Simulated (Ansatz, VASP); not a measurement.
**SiC in VASP and in Ansatz**

Contents of INCAR:

```
SYSTEM = SiC
PREC = Accurate
ENCUT = 520
EDIFF = 1E-6
ISMEAR = 0
SIGMA = 0.05
LREAL = .FALSE.
LASPH = .TRUE.
NELM = 100
ALGO = Normal
ISIF = 2
LWAVE = .FALSE.
LCHARG = .FALSE.
GGA = PS
NBANDS = 11
```

The input KPOINTS:

```
regular mesh
0
G
  10 10 10
  0 0 0
```

POSCAR

```
SiC
1.0
    0.0000000000      2.1239298452      2.1239298452
    2.1239298452      0.0000000000      2.1239298452
    2.1239298452      2.1239298452      0.0000000000
Si C
1 1
Direct
    0.0011779326     -0.0011779326      0.0011779326
    0.7472456717      0.7527543283      0.7472456717
```

Input for Ansatz:

```yaml
crystal:
  lattice:
    - [0.0, 2.1239298452, 2.1239298452]
    - [2.1239298452, 0.0, 2.1239298452]
    - [2.1239298452, 2.1239298452, 0.0]
  atoms:
    - { symbol: Si, position: [0.0011779326, -0.0011779326, 0.0011779326] }
    - { symbol: C, position: [0.7472456717, 0.7527543283, 0.7472456717] }
basis:
  ecutwfc: 520.0
kpoints:
  mp_grid: { grid: [10, 10, 10] }
hamiltonian:
  xc: pbesol
scf:
  occupations: { method: gaussian, width: 0.05 }
output:
  forces: true
  stress: true
  eigenvalues: true
```

Change from the starting cell: mode 6 frozen in at -0.012 Å, equal normal strain along x, y and z -0.0250.

Alike in both runs: task single point; functional PBEsol; k mesh 10 × 10 × 10; occupations gaussian, width 0.05 eV; no spin polarisation.

|  | VASP | Ansatz |
| --- | --- | --- |
| version | VASP 6.6.1 | Ansatz 0.2.0 |
| potentials or method | VASP PAW PBE potentials, release 64 (Si, C), cutoff 520 eV | scalar-relativistic, plane waves, PAW |
| valence electrons in the cell | 8 | 8 |

Ansatz gave:

- gap on the k mesh at the Fermi level (eV): 1.09
- least direct gap on the mesh (eV): 4.49
- pressure (GPa): 19.6
- traceless stress, the component that is largest in VASP (GPa): -1.80
- rms of the force components (eV/Å): 0.219

Task: What did VASP give for the same quantities?

Result: gap on the k mesh at the Fermi level (eV): 1.08; least direct gap on the mesh (eV): 4.48; pressure (GPa): 20.0; traceless stress, the component that is largest in VASP (GPa): -1.82; rms of the force components (eV/Å): 0.220.

VASP's potentials were made for PBE, not for PBEsol. Atom by atom the forces differ by 0.000 eV/Å (rms over components). The functional is the same, so the differences come from potentials, cutoffs and numerics.
